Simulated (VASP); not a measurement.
# Zn in VASP: further runs

The runs below take Zn through relaxation of the atoms, single point, with PBE.

Program: VASP 6.6.1. These are calculated values, not measurements. Logs are shortened: lines on timing, memory, paths and dates and some standing lists are left out, and cuts for length are marked.

## Step 1: The cell of the first run

The cell holds a slab with vacuum, 5 atoms: a = 2.665 Å, b = 2.665 Å, c = 27.893 Å, α = 90.00°, β = 90.00°, γ = 120.00°.

## Step 2: Relaxation of the atoms, PBE

File INCAR:

```
  PREC = Accurate
  ENCUT = 520
  EDIFF = 1E-6
  ISMEAR = 0
  SIGMA = 0.1
  LREAL = F
  LASPH = T
  NELM = 60
  ALGO = Normal
  ISIF = 2
  LWAVE = F
  LCHARG = F
  LDIPOL = T
  IDIPOL = 3
  DIPOL = 0.5 0.5 0.500
  GGA = PE
  IBRION = 2
  NSW = 60
  EDIFFG = -0.04
```

File KPOINTS:

```
regular mesh
0
Gamma
  12 12 1
```

File POSCAR:

```
Zn
1.0
    2.6647980500      0.0000000000      0.0000000000
   -1.3323990300      2.3077828100      0.0000000000
    0.0000000000      0.0000000000     27.8934001460
Zn
5
Selective dynamics
Direct
    0.3333333300      0.6666666700      0.3226569709  F F F
    0.6666666700      0.3333333300      0.4113284905  F F F
    0.3333333300      0.6666666700      0.5000000000  T T T
    0.6666666700      0.3333333300      0.5886715095  T T T
    0.3333333300      0.6666666700      0.6773430291  T T T
```

Potentials or basis: VASP PAW PBE potentials, release 64 (Zn).

Command:

```console
$ cat potpaw_PBE.64/Zn/POTCAR > POTCAR
$ mpirun -np 1 vasp_std > vasp.out
```

OUTCAR:

```text
PREC = Accurate
   ENCUT = 520
   EDIFF = 1E-6
   ISMEAR = 0
   LREAL = F
   LASPH = T
   NELM = 60
   ISIF = 2
   GGA = PE
   IBRION = 2
   NSW = 60
   EDIFFG = -0.04

 ion  position               nearest neighbor table
   1  0.333  0.667  0.323-   2 2.91   2 2.91   2 2.91
   2  0.667  0.333  0.411-   3 2.91   3 2.91   3 2.91   1 2.91   1 2.91   1 2.91
   3  0.333  0.667  0.500-   2 2.91   4 2.91   2 2.91   4 2.91   2 2.91   4 2.91
   4  0.667  0.333  0.589-   3 2.91   3 2.91   3 2.91   5 2.91   5 2.91   5 2.91
   5  0.333  0.667  0.677-   4 2.91   4 2.91   4 2.91

  LATTYP: Found a hexagonal cell.
 ALAT       =     2.6647980500
 C/A-ratio  =    10.4673598609

  Lattice vectors:

 A1 = (   2.6647980500,   0.0000000000,   0.0000000000)
 A2 = (  -1.3323990300,   2.3077828100,   0.0000000000)
 A3 = (   0.0000000000,   0.0000000000,  27.8934001460)

Analysis of symmetry for initial positions (statically):
=====================================================================
 Subroutine PRICEL returns:
 Original cell was already a primitive cell.

 Routine SETGRP: Setting up the symmetry group for a
 hexagonal supercell.

 Subroutine GETGRP returns: Found 12 space group operations
 (whereof 12 operations were pure point group operations)
 out of a pool of 24 trial point group operations.

The static configuration has the point symmetry D_3h.

Analysis of symmetry for dynamics (positions and initial velocities):
=====================================================================
 Subroutine PRICEL returns:
 Original cell was already a primitive cell.

 Routine SETGRP: Setting up the symmetry group for a
 hexagonal supercell.

 Subroutine GETGRP returns: Found 12 space group operations
 (whereof 12 operations were pure point group operations)
 out of a pool of 24 trial point group operations.

The dynamic configuration has the point symmetry D_3h.

Analysis of constrained symmetry for selective dynamics:
=====================================================================
 Subroutine PRICEL returns:
 Original cell was already a primitive cell.

 Routine SETGRP: Setting up the symmetry group for a
 hexagonal supercell.

 Subroutine GETGRP returns: Found  6 space group operations
 (whereof  6 operations were pure point group operations)
 out of a pool of 24 trial point group operations.

The constrained configuration has the point symmetry C_3v.

 Subroutine INISYM returns: Found  6 space group operations
 (whereof  6 operations are pure point group operations),
 and found     1 'primitive' translations

----------------------------------------------------------------------------------------

                                     Primitive cell

  volume of cell :     171.5381

  direct lattice vectors                    reciprocal lattice vectors
     2.664798050  0.000000000  0.000000000     0.375262958  0.216658171  0.000000000
    -1.332399030  2.307782810  0.000000000     0.000000000  0.433316340  0.000000000
     0.000000000  0.000000000 27.893400146     0.000000000  0.000000000  0.035850775

  length of vectors
     2.664798050  2.664798055 27.893400146     0.433316340  0.433316340  0.035850775

  position of ions in fractional coordinates (direct lattice)
     0.333333330  0.666666670  0.322656971
     0.666666670  0.333333330  0.411328490
     0.333333330  0.666666670  0.500000000
     0.666666670  0.333333330  0.588671510
     0.333333330  0.666666670  0.677343029

  ion indices of the primitive-cell ions
   primitive index   ion index
                 1           1
                 2           2
                 3           3
                 4           4
                 5           5

----------------------------------------------------------------------------------------

 KPOINTS: regular mesh

Automatic generation of k-mesh.
 Grid dimensions read from file:
 generate k-points for:   12   12    1

 Generating k-lattice:

  Cartesian coordinates                     Fractional coordinates (reciprocal lattice)
     0.031271913  0.018054848  0.000000000     0.083333333 -0.000000000  0.000000000
     0.000000000  0.036109695  0.000000000     0.000000000  0.083333333  0.000000000
     0.000000000  0.000000000  0.035850775     0.000000000  0.000000000  1.000000000

  Length of vectors
     0.036109695  0.036109695  0.035850775

  Shift w.r.t. Gamma in fractional coordinates (k-lattice)
     0.000000000  0.000000000  0.000000000

 Subroutine IBZKPT returns following result:
 ===========================================

 Found     19 irreducible k-points:

 Following reciprocal coordinates:
            Coordinates               Weight
  0.000000  0.000000  0.000000      1.000000
  0.083333  0.000000  0.000000      6.000000
  0.166667  0.000000  0.000000      6.000000
  0.250000  0.000000  0.000000      6.000000
  0.333333  0.000000  0.000000      6.000000
  0.416667 -0.000000  0.000000      6.000000
[... 11 lines left out ...]
  0.333333  0.250000  0.000000     12.000000
  0.333333  0.333333  0.000000      2.000000
   k-points           NKPTS =     19   k-points in BZ     NKDIM =     19   number of bands    NBANDS=     36
   number of dos      NEDOS =    301   number of ions     NIONS =      5
   total plane-waves  NPLWV =  84000
   dimension x,y,z NGX =    20 NGY =   20 NGZ =  210
   dimension x,y,z NGXF=    40 NGYF=   40 NGZF=  420
   ions per type =               5
   NGX,Y,Z   is equivalent  to a cutoff of  12.48, 12.48, 12.52 a.u.
   NGXF,Y,Z  is equivalent  to a cutoff of  24.95, 24.95, 25.03 a.u.
 SYSTEM =  unknown system
   PREC   = accura    normal or accurate (medium, high low for compatibility)
   ISTART =      0    job   : 0-new  1-cont  2-samecut
   ICHARG =      2    charge: 1-file 2-atom 10-const
   ISPIN  =      1    spin polarized calculation?
   LNONCOLLINEAR =      F non collinear calculations
   LSORBIT =      F    spin-orbit coupling
   LASPH  =      T    aspherical Exc in radial PAW
   ENCUT  =  520.0 eV  38.22 Ry    6.18 a.u.   4.95  4.95 51.86*2*pi/ulx,y,z
   NELM   =     60;   NELMIN=  2; NELMDL= -5     # of ELM steps
   EDIFF  = 0.1E-05   stopping-criterion for ELM
   LREAL  =      F    real-space projection
   EDIFFG = -.4E-01   stopping-criterion for IOM
   NSW    =     60    number of steps for IOM
   IBRION =      2    ionic relax: 0-MD 1-quasi-New 2-CG
   NFREE  =      1    steps in history (QN), initial steepest desc. (CG)
   ISIF   =      2    stress and relaxation
   ISYM   =      2    0-nonsym 1-usesym 2-fastsym
   POTIM  = 0.5000    time-step for ionic-motion
   TEBEG  =    0.0;   TEEND  =   0.0 temperature during run
   PSTRESS=    0.0 pullay stress
   NELECT =      60.0000    total number of electrons
   NUPDOWN=      -1.0000    fix difference up-down
   EMIN   =  10.00;   EMAX   =-10.00  energy-range for DOS
   EFERMI =   0.00;   METHOD = LEGACY
   ISMEAR =     0;   SIGMA  =   0.10  broadening in eV -4-tet -1-fermi 0-gaus
   EFERMI_NEDOS =   21; number of points for ismear=-14 and -15
   IALGO  =     38    algorithm
   IMIX   =      4    mixing-type and parameters
     AMIX     =   0.40;   BMIX     =  1.00
     AMIX_MAG =   1.60;   BMIX_MAG =  1.00
  volume/ion in A,a.u.               =      34.31       231.52
  Fermi-wavevector in a.u.,A,eV,Ry     =   1.153467  2.179736 18.102350  1.330485
  Thomas-Fermi vector in A             =   2.290110
   LORBIT       =      0    0 simple, 1 ext, 2 COOP (PROOUT), +10 PAW based schemes
   GGA     = PE    functional components
   LHFCALC =     F    Hartree Fock is set to
   AEXX    =    0.0000 exact exchange contribution
   IVDW    =     0    specifies the selected vdW correction
   LEPSILON=     F    determine dielectric tensor
   LRPA    =     F    only Hartree local field effects (RPA)
 conjugate gradient relaxation of ions
 non-spin polarized calculation
 Gauss-broadening in eV      SIGMA  =   0.10
  energy-cutoff  :      520.00
  volume of cell :      171.54
 maximum number of plane-waves:      4701
 NGX is ok and might be reduce to    20
   NGX =  9   NGY =  9   NGZ =103

--------------------------------------- Ionic step        1  -------------------------------------------

 number of electron      59.9999990 magnetization

 Free energy of the ion-electron system (eV)
  ---------------------------------------------------
  ext. energy  EPLUGINS =         0.00000000
  ---------------------------------------------------
  free energy    TOTEN  =        -5.29862258 eV

  energy without entropy =       -5.29021763  energy(sigma->0) =       -5.29442010

------------------------ aborting loop because EDIFF is reached ----------------------------------------

  FORCE on cell =-STRESS in cart. coord.  units (eV):
  Direction    XX          YY          ZZ          XY          YZ          ZX
  --------------------------------------------------------------------------------------
  -------------------------------------------------------------------------------------
  Total       -1.3758218     -1.3758218      0.3005249      0.0000000      0.0000000      0.0000000
  in kB      -12.8502645    -12.8502645      2.8069218      0.0000000      0.0000000      0.0000000
  external PRESSURE =      -7.6312024 kB  Pullay stress =       0.0000000 kB
[... 59 lines left out ...]
  FREE ENERGIE OF THE ION-ELECTRON SYSTEM (eV)
  ---------------------------------------------------
  free  energy   TOTEN  =        -5.2987633700 eV

  energy  without entropy=       -5.2903643523  energy(sigma->0) =       -5.29456386

 dipolmoment           0.000000      0.000000      0.000431 electrons x Angstroem

--------------------------------------- Ionic step        3  -------------------------------------------

 number of electron      59.9999999 magnetization

 dipolmoment           0.000000      0.000000     -0.000044 electrons x Angstroem

 Free energy of the ion-electron system (eV)
  ---------------------------------------------------
  ext. energy  EPLUGINS =         0.00000000
  ---------------------------------------------------
  free energy    TOTEN  =        -5.29904922 eV

  energy without entropy =       -5.29067046  energy(sigma->0) =       -5.29485984

 E-fermi :  -0.6833     XC(G=0):  -5.7291

 val. band max:       -0.7213059595   @ k =   0.3333   0.3333   0.0000
 cond. band min:      -0.6631275807   @ k =   0.1667   0.1667   0.0000
 fundamental gap:      0.0581783788
 Fermi energy:        -0.6832792709

 k-point     1 :       0.0000    0.0000    0.0000
  band No.  band energies     occupation
      1     -11.1276      2.00000
      2     -10.5135      2.00000
      3      -9.8088      2.00000
      4      -9.4796      2.00000
      5      -9.4712      2.00000
      6      -8.8249      2.00000
[... 730 lines left out ...]
     35       2.3221      0.00000
     36       2.4026      0.00000

------------------------ aborting loop because EDIFF is reached ----------------------------------------

 vacuum level on the upper side and lower side of the slab       (xc-potential included)        -0.082        -0.091

  FORCE on cell =-STRESS in cart. coord.  units (eV):
  Direction    XX          YY          ZZ          XY          YZ          ZX
  --------------------------------------------------------------------------------------
  -------------------------------------------------------------------------------------
  Total       -1.3841595     -1.3841595      0.2648534      0.0000000      0.0000000      0.0000000
  in kB      -12.9281395    -12.9281395      2.4737476      0.0000000      0.0000000      0.0000000
  external PRESSURE =      -7.7941771 kB  Pullay stress =       0.0000000 kB

 VOLUME and BASIS-vectors are now :
 -----------------------------------------------------------------------------
  energy-cutoff  :      520.00
  volume of cell :      171.54
      direct lattice vectors                 reciprocal lattice vectors
     2.664798050  0.000000000  0.000000000     0.375262958  0.216658171  0.000000000
    -1.332399030  2.307782810  0.000000000     0.000000000  0.433316340  0.000000000
     0.000000000  0.000000000 27.893400146     0.000000000  0.000000000  0.035850775
[... 11 lines left out ...]
  FREE ENERGIE OF THE ION-ELECTRON SYSTEM (eV)
  ---------------------------------------------------
  free  energy   TOTEN  =        -5.2990492169 eV

  energy  without entropy=       -5.2906704589  energy(sigma->0) =       -5.29485984

 reached required accuracy - stopping structural energy minimisation

 vacuum level on the upper side and lower side of the slab         3.143         3.136
```

It took 2.1 min on 1 thread of Intel Xeon 6975P-C (Granite Rapids), shared host; peak memory 0.32 GiB.

What came out:

```
Free energy               : -5.2990 eV
Energy gained by relaxing : 0.1 meV/atom
Ionic steps               : 3
Band gap on the k mesh    : zero (bands 30 and 31 overlap by 3.60 eV)
```

The path:
```
step  energy change (eV)  largest force on free atoms (eV/Å)  pressure (GPa)
   1              0.0000                              0.0463           -0.76
   2             -0.0001                              0.0403           -0.78
   3             -0.0004                              0.0246           -0.78
```

Final structure:
```
Zn
1.0
     2.66480    0.00000    0.00000
    -1.33240    2.30778    0.00000
     0.00000    0.00000   27.89340
Zn
5
Direct
  0.33333 0.66667 0.32266
  0.66667 0.33333 0.41133
  0.33333 0.66667 0.50000
  0.66667 0.33333 0.58845
  0.33333 0.66667 0.67766
```

## Step 3: Single point, PBE

File INCAR:

```
  PREC = Accurate
  ENCUT = 520
  EDIFF = 1E-7
  ISMEAR = 0
  SIGMA = 0.1
  LREAL = F
  LASPH = T
  NELM = 80
  ALGO = Normal
  ISIF = 2
  LWAVE = F
  LCHARG = F
  LDIPOL = T
  IDIPOL = 3
  DIPOL = 0.5 0.5 0.500
  GGA = PE
  NBANDS = 38
```

KPOINTS is that of step 2.

File POSCAR:

```
Zn
1.0
    2.6647980516      0.0000000029      0.0000000000
   -1.3323990283      2.3077828072      0.0000000000
    0.0000000000      0.0000000000     27.8934001460
Zn
5
Direct
    0.3333333333      0.6666666667      0.3226569709
    0.6666666667      0.3333333333      0.4113284905
    0.3333333333      0.6666666667      0.5000000000
    0.6666666667      0.3333333333      0.5886715095
    0.3333333333      0.6666666667      0.6773430291
```

Potentials or basis: VASP PAW PBE potentials, release 64 (Zn).

Command:

```console
$ cat potpaw_PBE.64/Zn/POTCAR > POTCAR
$ mpirun -np 1 vasp_std > vasp.out
```

Run time: 4 min. Hardware: 1 thread of Intel Xeon Platinum 8259CL at 2.50GHz (Skylake/Cascade Lake), shared host; peak memory 0.31 GiB.

The run converged. Its results:

```yaml
Free_energy: -5.2986 eV
Largest_force: 0.046 eV/Å
Band_gap_on_the_k_mesh: zero (bands 30 and 31 overlap by 3.59 eV)
```

Forces in eV/Å, atoms in the order of the input:
```
Zn   0.000  0.000 -0.046
Zn   0.000  0.000  0.032
Zn   0.000  0.000  0.000
Zn   0.000  0.000 -0.032
Zn   0.000  0.000  0.046
```

Levels at points of the mesh, in eV from the Fermi level:
```csv
k point,band 26,band 27,band 28,band 29,band 30,band 31,band 32,band 33,band 34,band 35
"(0.00, 0.00, 0.00)",-7.22,-7.22,-7.22,-6.49,-4.64,-2.86,-0.32,2.05,3.37,4.01
"(0.50, 0.00, 0.00)",-2.90,-2.40,-2.32,-1.79,-1.65,0.10,0.61,0.95,1.76,2.57
```

## Step 4: Single point, PBE

File INCAR:

```
SYSTEM = Zn
ALGO = Normal ; DIPOL = 0.5 0.5 0.500
EDIFF = 1E-6 ; ENCUT = 520
GGA = PE ; IDIPOL = 3
ISIF = 2 ; ISMEAR = 0
LASPH = .TRUE. ; LCHARG = .FALSE.
LDIPOL = .TRUE. ; LREAL = .FALSE.
LWAVE = .FALSE. ; NBANDS = 38
NELM = 60 ; PREC = Accurate
SIGMA = 0.1
```

File KPOINTS:

```
k-points
0
G
  21 21 1
  0 0 0
```

File POSCAR:

```
Zn
1.0
    2.6647980500      0.0000000000      0.0000000000
   -1.3323990300      2.3077828100      0.0000000000
    0.0000000000      0.0000000000     27.8934001460
Zn
5
Direct
    0.3333333338      0.6666666663      0.3226569709
    0.6666666675      0.3333333338      0.4113284905
    0.3333333338      0.6666666663      0.5000000000
    0.6666666675      0.3333333338      0.5886715095
    0.3333333338      0.6666666663      0.6773430291
```

Command:

```console
$ cat potpaw_PBE.64/Zn/POTCAR > POTCAR
$ mpirun -np 1 vasp_std > vasp.out
```

It took 8.7 min on 1 thread of Intel Xeon Platinum 8259CL at 2.50GHz (Skylake/Cascade Lake), shared host; peak memory 0.4 GiB.

It converged, with:

```yaml
Free_energy: -5.3016 eV
Largest_force: 0.071 eV/Å
Band_gap_on_the_k_mesh: zero (bands 30 and 31 overlap by 4.09 eV)
```

Forces on the atoms (eV/Å):
```
Zn   0.000  0.000  0.000
Zn   0.000  0.000  0.071
Zn   0.000  0.000  0.000
Zn   0.000  0.000 -0.071
Zn   0.000  0.000  0.000
```

Levels at points of the mesh, in eV from the Fermi level:
```csv
k point,band 26,band 27,band 28,band 29,band 30,band 31,band 32,band 33,band 34,band 35
"(0.00, 0.00, 0.00)",-6.97,-6.97,-6.97,-6.23,-4.39,-2.61,-0.07,2.27,3.53,4.18
```

## Step 5: Summary

| task | cell | k mesh | atoms held fixed (from 0) | gap on the mesh (eV) | largest force (eV/Å) |
| --- | --- | --- | --- | --- | --- |
| relaxation of the atoms | atoms relaxed | 12 × 12 × 1 | [0, 1] | none | - |
| single point | as given | 12 × 12 × 1 | - | none | 0.05 |
| single point | as given | 21 × 21 × 1 | - | none | 0.07 |

Alike in all rows: level PBE; potentials or basis VASP PAW PBE potentials, release 64 (Zn); no spin polarisation; cutoff (eV) 520; smearing gaussian 0.1 eV.

Total energies depend on the potentials used, so only differences within one code and one set of settings carry meaning.

The gap in the log of VASP goes by the Fermi energy; the results here count the filled bands.